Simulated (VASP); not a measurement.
# Pt (P2_1/m) in VASP: notebook

The runs below take Pt through single point, with LDA.

All numbers are computed with VASP 6.6.1; they aren't measurements. Logs are shortened: lines on timing, memory, paths and dates and some standing lists are left out, and cuts for length are marked.

### Step 1. The cell of the first run

The structure is monoclinic, space group P2_1/m (No. 11). The conventional cell has a = 2.708 Å, b = 4.677 Å, c = 2.708 Å, α = 90.00°, β = 120.00°, γ = 90.00°. Within 3.6 Å of Pt (site symmetry m) lie 12 Pt at 2.71 to 2.85 Å.

### Step 2. Single point, LDA (mode 1 frozen in at -0.052 Å and mode 2 at +0.026 Å (largest displacements))

File INCAR:

```
PREC = Accurate ; ENCUT = 520
EDIFF = 1E-6 ; ISMEAR = 0
SIGMA = 0.15 ; LREAL = False
LASPH = True ; NELM = 100
ALGO = Fast ; ISIF = 2
LWAVE = False ; LCHARG = False
GGA = CA ; NBANDS = 28
```

File KPOINTS:

```
Automatic mesh
0
Gamma
  18 18 6
```

File POSCAR:

```
Pt
1.0
    2.7082945870      0.0000000000      0.0000000000
   -1.3541472935      2.3454519133      0.0000000000
    0.0000000000      0.0000000000      9.3530207388
Pt
4
Direct
    0.6530090339      0.3444186171      0.3750000000
    0.6530090339      0.3444186171      0.8750000000
    0.3469909661      0.6555813829      0.1250000000
    0.3469909661      0.6555813829      0.6250000000
```

Potentials or basis: VASP PAW LDA potentials, release 64 (Pt).

The run is started by

```console
> cat potpaw_LDA.64/Pt/POTCAR > POTCAR
> mpirun -np 1 vasp_std > vasp.out
```

OUTCAR:

```text
PREC = Accurate
   ENCUT = 520
   EDIFF = 1E-6
   ISMEAR = 0
   LREAL = False
   LASPH = True
   NELM = 100
   ISIF = 2
   GGA = CA

 ion  position               nearest neighbor table
   1  0.653  0.344  0.375-   3 2.75   4 2.75   3 2.84   4 2.84   3 2.85   4 2.85
   2  0.653  0.344  0.875-   3 2.75   4 2.75   3 2.84   4 2.84   3 2.85   4 2.85
   3  0.347  0.656  0.125-   1 2.75   2 2.75   1 2.84   2 2.84   1 2.85   2 2.85
   4  0.347  0.656  0.625-   1 2.75   2 2.75   1 2.84   2 2.84   1 2.85   2 2.85

  LATTYP: Found a hexagonal cell.
 ALAT       =     2.7082945870
 C/A-ratio  =     3.4534724486

  Lattice vectors:

 A1 = (   2.7082945870,   0.0000000000,   0.0000000000)
 A2 = (  -1.3541472935,   2.3454519133,   0.0000000000)
 A3 = (   0.0000000000,   0.0000000000,   9.3530207388)

Analysis of symmetry for initial positions (statically):
=====================================================================
 Subroutine PRICEL returns following result:

  LATTYP: Found a hexagonal cell.
 ALAT       =     2.7082945870
 C/A-ratio  =     1.7267362243

  Lattice vectors:

 A1 = (   2.7082945870,   0.0000000000,   0.0000000000)
 A2 = (  -1.3541472935,   2.3454519133,   0.0000000000)
 A3 = (   0.0000000000,   0.0000000000,   4.6765103694)

   2 primitive cells build up your supercell.

 Routine SETGRP: Setting up the symmetry group for a
 hexagonal supercell.

 Subroutine GETGRP returns: Found  4 space group operations
 (whereof  2 operations were pure point group operations)
 out of a pool of 24 trial point group operations.

The static configuration has the point symmetry S_2 .
 The point group associated with its full space group is C_2h.

Analysis of symmetry for dynamics (positions and initial velocities):
=====================================================================
 Subroutine PRICEL returns following result:

  LATTYP: Found a hexagonal cell.
 ALAT       =     2.7082945870
 C/A-ratio  =     1.7267362243

  Lattice vectors:

 A1 = (   2.7082945870,   0.0000000000,   0.0000000000)
 A2 = (  -1.3541472935,   2.3454519133,   0.0000000000)
 A3 = (   0.0000000000,   0.0000000000,   4.6765103694)

   2 primitive cells build up your supercell.

 Routine SETGRP: Setting up the symmetry group for a
 hexagonal supercell.

[... 101 lines left out ...]
   LSORBIT =      F    spin-orbit coupling
   LASPH  =      T    aspherical Exc in radial PAW
   ENCUT  =  520.0 eV  38.22 Ry    6.18 a.u.   5.04  5.04 17.39*2*pi/ulx,y,z
   NELM   =    100;   NELMIN=  2; NELMDL= -5     # of ELM steps
   EDIFF  = 0.1E-05   stopping-criterion for ELM
   LREAL  =      F    real-space projection
   EDIFFG = 0.1E-04   stopping-criterion for IOM
   NSW    =      0    number of steps for IOM
   IBRION =     -1    ionic relax: 0-MD 1-quasi-New 2-CG
   NFREE  =      0    steps in history (QN), initial steepest desc. (CG)
   ISIF   =      2    stress and relaxation
   ISYM   =      2    0-nonsym 1-usesym 2-fastsym
   POTIM  = 0.5000    time-step for ionic-motion
   TEBEG  =    0.0;   TEEND  =   0.0 temperature during run
   PSTRESS=    0.0 pullay stress
   NELECT =      40.0000    total number of electrons
   NUPDOWN=      -1.0000    fix difference up-down
   EMIN   =  10.00;   EMAX   =-10.00  energy-range for DOS
   EFERMI =   0.00;   METHOD = LEGACY
   ISMEAR =     0;   SIGMA  =   0.15  broadening in eV -4-tet -1-fermi 0-gaus
   EFERMI_NEDOS =   21; number of points for ismear=-14 and -15
   IALGO  =     68    algorithm
   IMIX   =      4    mixing-type and parameters
     AMIX     =   0.40;   BMIX     =  1.00
     AMIX_MAG =   1.60;   BMIX_MAG =  1.00
  volume/ion in A,a.u.               =      14.85       100.23
  Fermi-wavevector in a.u.,A,eV,Ry     =   1.434840  2.711454 28.011198  2.058765
  Thomas-Fermi vector in A             =   2.554204
   LORBIT       =      0    0 simple, 1 ext, 2 COOP (PROOUT), +10 PAW based schemes
   GGA     = CA    functional components
   LHFCALC =     F    Hartree Fock is set to
   AEXX    =    0.0000 exact exchange contribution
   IVDW    =     0    specifies the selected vdW correction
   LEPSILON=     F    determine dielectric tensor
   LRPA    =     F    only Hartree local field effects (RPA)
 non-spin polarized calculation
 RMM-DIIS sequential band-by-band and
 Gauss-broadening in eV      SIGMA  =   0.15
  energy-cutoff  :      520.00
  volume of cell :       59.41
 maximum number of plane-waves:      1629
   NGX = 11   NGY = 11   NGZ = 35

 number of electron      39.9999999 magnetization

 Free energy of the ion-electron system (eV)
  ---------------------------------------------------
  ext. energy  EPLUGINS =         0.00000000
  ---------------------------------------------------
  free energy    TOTEN  =       -29.79835071 eV

  energy without entropy =      -29.72394838  energy(sigma->0) =      -29.76114955

 E-fermi :  11.4140     XC(G=0): -13.7712

 val. band max:       11.4136462211   @ k =  -0.2222  -0.3889   0.1667
 cond. band min:      11.4142119081   @ k =   0.0556   0.2778   0.0000
 fundamental gap:      0.0005656869
 Fermi energy:        11.4139999438

 k-point     1 :       0.0000    0.0000    0.0000
  band No.  band energies     occupation
      1       1.0182      2.00000
      2       2.8536      2.00000
      3       2.8536      2.00000
      4       3.7246      2.00000
      5       7.0165      2.00000
      6       7.0214      2.00000
[... 733 lines left out ...]
     27      18.9265      0.00000
     28      19.9269      0.00000

 [... further k-points ...]

------------------------ aborting loop because EDIFF is reached ----------------------------------------

  FORCE on cell =-STRESS in cart. coord.  units (eV):
  Direction    XX          YY          ZZ          XY          YZ          ZX
  --------------------------------------------------------------------------------------
  -------------------------------------------------------------------------------------
  Total        0.5477039      0.2873730      0.3405430     -0.2200887      0.0000000      0.0000000
  in kB       14.7700534      7.7496516      9.1835000     -5.9351819      0.0000000      0.0000000
  external PRESSURE =      10.5677350 kB  Pullay stress =       0.0000000 kB

 VOLUME and BASIS-vectors are now :
 -----------------------------------------------------------------------------
  energy-cutoff  :      520.00
  volume of cell :       59.41
      direct lattice vectors                 reciprocal lattice vectors
     2.708294587  0.000000000  0.000000000     0.369236052  0.213178534  0.000000000
    -1.354147294  2.345451913  0.000000000     0.000000000  0.426357068  0.000000000
     0.000000000  0.000000000  9.353020739     0.000000000  0.000000000  0.106917329

 POSITION                                       TOTAL-FORCE (eV/Angst)
 -----------------------------------------------------------------------------------
      1.30215      0.80782      3.50738         0.033617     -0.026526     -0.000000
      1.30215      0.80782      8.18389         0.033617     -0.026526      0.000000
      0.05200      1.53763      1.16913        -0.033617      0.026526      0.000000
      0.05200      1.53763      5.84564        -0.033617      0.026526      0.000000
 -----------------------------------------------------------------------------------
    total drift:                                0.000000     -0.000000      0.000000

  FREE ENERGIE OF THE ION-ELECTRON SYSTEM (eV)
  ---------------------------------------------------
  free  energy   TOTEN  =       -29.7983507114 eV

  energy  without entropy=      -29.7239483827  energy(sigma->0) =      -29.76114955
```

OSZICAR:

```text
N       E                     dE             d eps       ncg     rms          rms(c)
DAV:   1     0.242787160986E+03    0.24279E+03   -0.20785E+04 36736   0.139E+03
DAV:   2    -0.241646334485E+02   -0.26695E+03   -0.25563E+03 40720   0.311E+02
DAV:   3    -0.314776057086E+02   -0.73130E+01   -0.71614E+01 42136   0.500E+01
[... 11 lines left out ...]
RMM:  15    -0.297983967736E+02    0.20504E-04   -0.44276E-06 33016   0.144E-02    0.247E-01
RMM:  16    -0.297983607475E+02    0.36026E-04   -0.26977E-05 40273   0.345E-02    0.112E-01
RMM:  17    -0.297983519915E+02    0.87560E-05   -0.11032E-05 38825   0.220E-02    0.408E-02
RMM:  18    -0.297983507999E+02    0.11916E-05   -0.29143E-06 24445   0.105E-02    0.113E-02
RMM:  19    -0.297983507114E+02    0.88497E-07   -0.56684E-07 20076   0.438E-03
   1 F= -.29798351E+02 E0= -.29761150E+02  d E =-.744023E-01
```

stdout:

```text
POSCAR found type information on POSCAR Pt
 POSCAR found :  1 types and       4 ions
 scaLAPACK will be used
 LDA part: xc-table for (Slater(with rela. corr.)+CA(PZ))
 , standard interpolation
 POSCAR, INCAR and KPOINTS ok, starting setup
 FFT: planning ... GRIDC
 FFT: planning ... GRID_SOFT
 FFT: planning ... GRID
 WAVECAR not read
 entering main loop
```

It took 8.7 min on 1 thread of Intel Xeon 6975P-C (Granite Rapids), shared host; peak memory 0.78 GiB.

Results:

```
Free energy            : -29.7984 eV
Pressure               : 1.1 GPa
Largest force          : 0.043 eV/Å
Band gap on the k mesh : zero (band 20 reaches 12.01 eV, above the bottom of band 21 at 10.57 eV)
```

Forces on the atoms (eV/Å):
```
Pt   0.034 -0.027  0.000
Pt   0.034 -0.027  0.000
Pt  -0.034  0.027  0.000
Pt  -0.034  0.027  0.000
```

Caveat: the cell differs from its parent crystal (mode 1 frozen in at -0.052 Å and mode 2 at +0.026 Å (largest displacements)); spin-orbit coupling is left out, which moves the levels of the heavy elements.

### Step 3. Single point, LDA (mode 1 frozen in at -0.026 Å and mode 2 at +0.000 Å (largest displacements))

File INCAR:

```
PREC = Accurate ; ENCUT = 520
EDIFF = 1E-6 ; ISMEAR = 0
SIGMA = 0.15 ; LREAL = F
LASPH = T ; NELM = 100
ALGO = Fast ; ISIF = 2
LWAVE = F ; LCHARG = F
GGA = CA ; NBANDS = 28
```

File KPOINTS:

```
regular mesh
0
Gamma
  18 18 6
```

File POSCAR:

```
Pt
1.0
    2.7082945870      0.0000000000      0.0000000000
   -1.3541472935      2.3454519133      0.0000000000
    0.0000000000      0.0000000000      9.3530207388
Pt
4
Direct
    0.6570665293      0.3333333333      0.3750000000
    0.6570665293      0.3333333333      0.8750000000
    0.3429334707      0.6666666667      0.1250000000
    0.3429334707      0.6666666667      0.6250000000
```

Potentials or basis: VASP PAW LDA potentials, release 64 (Pt).

The run is started by

```console
> cat potpaw_LDA.64/Pt/POTCAR > POTCAR
> mpirun -np 1 vasp_std > vasp.out
```

OUTCAR:

```text
PREC = Accurate
   ENCUT = 520
   EDIFF = 1E-6
   ISMEAR = 0
   LREAL = F
   LASPH = T
   NELM = 100
   ISIF = 2
   GGA = CA

 ion  position               nearest neighbor table
   1  0.657  0.333  0.375-   3 2.79   4 2.79   3 2.81   4 2.81   3 2.84   4 2.84
   2  0.657  0.333  0.875-   3 2.79   4 2.79   3 2.81   4 2.81   3 2.84   4 2.84
   3  0.343  0.667  0.125-   1 2.79   2 2.79   1 2.81   2 2.81   1 2.84   2 2.84
   4  0.343  0.667  0.625-   1 2.79   2 2.79   1 2.81   2 2.81   1 2.84   2 2.84

  LATTYP: Found a hexagonal cell.
 ALAT       =     2.7082945870
 C/A-ratio  =     3.4534724486

  Lattice vectors:

 A1 = (   2.7082945870,   0.0000000000,   0.0000000000)
 A2 = (  -1.3541472935,   2.3454519133,   0.0000000000)
 A3 = (   0.0000000000,   0.0000000000,   9.3530207388)

Analysis of symmetry for initial positions (statically):
=====================================================================
 Subroutine PRICEL returns following result:

  LATTYP: Found a hexagonal cell.
 ALAT       =     2.7082945870
 C/A-ratio  =     1.7267362243
[... 189 lines left out ...]

  energy without entropy =      -29.72373619  energy(sigma->0) =      -29.76261943

 E-fermi :  11.4134     XC(G=0): -13.7717

 val. band max:       11.4118698147   @ k =  -0.2778  -0.4444   0.0000
 cond. band min:      11.4156249492   @ k =  -0.1667   0.3333   0.0000
 fundamental gap:      0.0037551345
 Fermi energy:        11.4134319267

 k-point     1 :       0.0000    0.0000    0.0000
  band No.  band energies     occupation
      1       1.0174      2.00000
      2       2.8526      2.00000
      3       2.8526      2.00000
      4       3.7212      2.00000
      5       7.0370      2.00000
      6       7.0370      2.00000
[... 733 lines left out ...]
     27      19.0136      0.00000
     28      20.2437      0.00000

 [... further k-points ...]

------------------------ aborting loop because EDIFF is reached ----------------------------------------

  FORCE on cell =-STRESS in cart. coord.  units (eV):
  Direction    XX          YY          ZZ          XY          YZ          ZX
  --------------------------------------------------------------------------------------
  -------------------------------------------------------------------------------------
  Total        0.4606179      0.4156469      0.1515411     -0.0701787      0.0000000      0.0000000
  in kB       12.4215875     11.2088426      4.0866439     -1.8925259      0.0000000      0.0000000
  external PRESSURE =       9.2390247 kB  Pullay stress =       0.0000000 kB

 VOLUME and BASIS-vectors are now :
 -----------------------------------------------------------------------------
  energy-cutoff  :      520.00
  volume of cell :       59.41
      direct lattice vectors                 reciprocal lattice vectors
     2.708294587  0.000000000  0.000000000     0.369236052  0.213178534  0.000000000
    -1.354147294  2.345451913  0.000000000     0.000000000  0.426357068  0.000000000
     0.000000000  0.000000000  9.353020739     0.000000000  0.000000000  0.106917329

 POSITION                                       TOTAL-FORCE (eV/Angst)
 -----------------------------------------------------------------------------------
      1.32815      0.78182      3.50738        -0.003349     -0.009535      0.000000
      1.32815      0.78182      8.18389        -0.003349     -0.009535      0.000000
      0.02600      1.56363      1.16913         0.003349      0.009535      0.000000
      0.02600      1.56363      5.84564         0.003349      0.009535      0.000000
 -----------------------------------------------------------------------------------
    total drift:                               -0.000000      0.000000     -0.000000

  FREE ENERGIE OF THE ION-ELECTRON SYSTEM (eV)
  ---------------------------------------------------
  free  energy   TOTEN  =       -29.8015026700 eV

  energy  without entropy=      -29.7237361913  energy(sigma->0) =      -29.76261943
```

It took 11 min on 1 thread of Intel Xeon 6975P-C (Granite Rapids), shared host; peak memory 0.79 GiB.

What came out:

- Free energy: -29.8015 eV
- Pressure: 0.9 GPa
- Largest force: 0.010 eV/Å
- Band gap on the k mesh: zero (band 20 reaches 11.98 eV, above the bottom of band 21 at 10.57 eV)

Forces in eV/Å, atoms in the order of the input:
```
Pt  -0.003 -0.010  0.000
Pt  -0.003 -0.010  0.000
Pt   0.003  0.010  0.000
Pt   0.003  0.010  0.000
```

Levels at points of the mesh, in eV from the Fermi level:
```csv
k point,band 18,band 19,band 20,band 21,band 22,band 23
"(0.00, 0.00, 0.00)",-0.97,-0.92,-0.92,-0.84,-0.84,-0.35
"(0.50, 0.00, 0.00)",0.45,0.45,0.52,1.82,1.82,2.27
"(0.00, 0.50, 0.00)",0.44,0.44,0.54,1.68,1.68,2.38
"(0.50, 0.50, 0.00)",0.44,0.44,0.57,1.54,1.54,2.49
"(0.00, 0.00, 0.50)",-1.73,-1.52,-1.52,-0.43,-0.43,-0.31
"(0.50, 0.00, 0.50)",0.39,0.50,0.50,1.20,1.20,3.51
"(0.00, 0.50, 0.50)",0.37,0.51,0.51,1.34,1.34,3.40
"(0.50, 0.50, 0.50)",0.35,0.53,0.53,1.48,1.48,3.29
```

Caveat: the cell differs from its parent crystal (mode 1 frozen in at -0.026 Å and mode 2 at +0.000 Å (largest displacements)); spin-orbit coupling is left out, which moves the levels of the heavy elements.
